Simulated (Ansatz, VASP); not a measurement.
## Two plane-wave programs on SrV3

```
Sr V
1.0
     7.07161    0.00000    0.00000
    -3.53581    6.12420    0.00000
     0.00000    0.00000    4.66843
Sr V
2 6
Direct
  0.33333 0.66667 0.25000
  0.66667 0.33333 0.75000
  0.89209 0.78418 0.25000
  0.10791 0.89209 0.75000
  0.21582 0.10791 0.25000
  0.10791 0.21582 0.75000
  0.89209 0.10791 0.25000
  0.78418 0.89209 0.75000
```

Alike in both runs: functional PBE; k mesh 6 × 6 × 8; occupations gaussian, width 0.1 eV; no spin polarisation.

Ansatz relaxed the structure, and its values are those at the end. VASP's run is a single point on that final structure, the one shown.

|  | VASP | Ansatz |
| --- | --- | --- |
| version | VASP 6.6.1 | Ansatz 0.2.0 |
| potentials or method | VASP PAW PBE potentials, release 64 (Sr_sv, V_sv), cutoff 520 eV | scalar-relativistic, plane waves, PAW |
| valence electrons in the cell | 98 | 98 |

Ansatz gave:

```
gap on the k mesh at the Fermi level (eV) : none
pressure (GPa)                            : 0.0
rms of the force components (eV/Å)        : 0.001
```

Q: Estimate VASP's values.

A: gap on the k mesh at the Fermi level (eV): none; pressure (GPa): 0.3; rms of the force components (eV/Å): 0.058.

A gap of «none» marks a metal or a gap that the smearing closes. The functional is the same, so the differences come from potentials, cutoffs and numerics.
